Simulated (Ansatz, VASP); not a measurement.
## Two plane-wave programs on Sb

INCAR

```
SYSTEM = Sb
ALGO = Normal ; EDIFF = 1E-7
ENCUT = 520 ; GGA = PS
ISIF = 2 ; ISMEAR = 0
LASPH = .True. ; LCHARG = .False.
LREAL = .False. ; LWAVE = .False.
NBANDS = 8 ; NELM = 100
PREC = Accurate ; SIGMA = 0.1
```

Contents of KPOINTS:

```
k-points
0
Gamma
  18 18 18
  0 0 0
```

File POSCAR:

```
Sb
1.0
    3.0617437797      0.0000000000      0.0000000000
    0.0000000000      3.0617437797      0.0000000000
    0.0000000000      0.0000000000      2.9698914663
Sb
1
Direct
    0.0000000000      0.0000000000      0.0000000000
```

Input for Ansatz:

```yaml
crystal:
  lattice:
    - [3.0617437797, 0.0, 0.0]
    - [0.0, 3.0617437797, 0.0]
    - [0.0, 0.0, 2.9698914663]
  atoms:
    - { symbol: Sb, position: [0.0, 0.0, 0.0] }
basis:
  ecutwfc: 420
kpoints:
  mp_grid: { grid: [18, 18, 18] }
hamiltonian:
  xc: pbesol
scf:
  occupations: { method: gaussian, width: 0.1 }
output:
  forces: true
  stress: true
  eigenvalues: true
```

Change from the starting cell: strain along c alone, the other axes held, atoms relaxed: -3.0 %.

Alike in both runs: task single point; functional PBEsol; k mesh 18 × 18 × 18; occupations gaussian, width 0.1 eV; no spin polarisation.

|  | VASP | Ansatz |
| --- | --- | --- |
| version | VASP 6.6.1 | Ansatz 0.2.0 |
| potentials or method | VASP PAW PBE potentials, release 64 (Sb), cutoff 520 eV | scalar-relativistic, plane waves, PAW |
| valence electrons in the cell | 5 | 15 |

```tsv
	VASP	Ansatz	Ansatz less VASP
gap on the k mesh at the Fermi level (eV)	none	none	-
pressure (GPa)	2.3	2.1	-0.17
traceless stress, the component that is largest in VASP (GPa)	3.30	3.27	-0.034
```

VASP's potentials were made for PBE, not for PBEsol. A gap of «none» marks a metal or a gap that the smearing closes. VASP's potentials hold 5 valence electrons a cell and Ansatz's 15, so a difference there can come from the potentials and not from the codes.

Spin-orbit coupling is off throughout.
